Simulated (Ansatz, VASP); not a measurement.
One calculation of Ni, two programs

```xyz
1
Lattice="-1.4370 1.4370 1.4370 1.4370 -1.4370 1.4370 1.4370 1.4370 -1.4370" Properties=species:S:1:pos:R:3 pbc="T T T"
Ni    0.0000    0.0000    0.0000
```

Change from the starting cell: volume scaled by 1.12, no spin polarisation, PAW files.

Alike in both runs: task single point; functional LDA; k mesh 17 × 17 × 17; occupations fermi-dirac, width 0.05 eV; no spin polarisation.

```csv
,VASP,Ansatz
version,VASP 6.6.1,Ansatz 0.2.0
potentials or method,"VASP PAW LDA potentials, release 64 (Ni)","PAW with Ansatz's default frozen-core files, scalar-relativistic"
plane-wave cutoff (eV),520,420
valence electrons in the cell,10,18
```

VASP gave:

- pressure (GPa): -27.9

Task: Which values does Ansatz return?

Result: Pressure (GPa): -28.3.

LDA's correlation is that of Perdew and Zunger in VASP and of Perdew and Wang (1992) in Ansatz. VASP's potentials hold 10 valence electrons a cell and Ansatz's 18, so a difference there can come from the potentials and not from the codes.
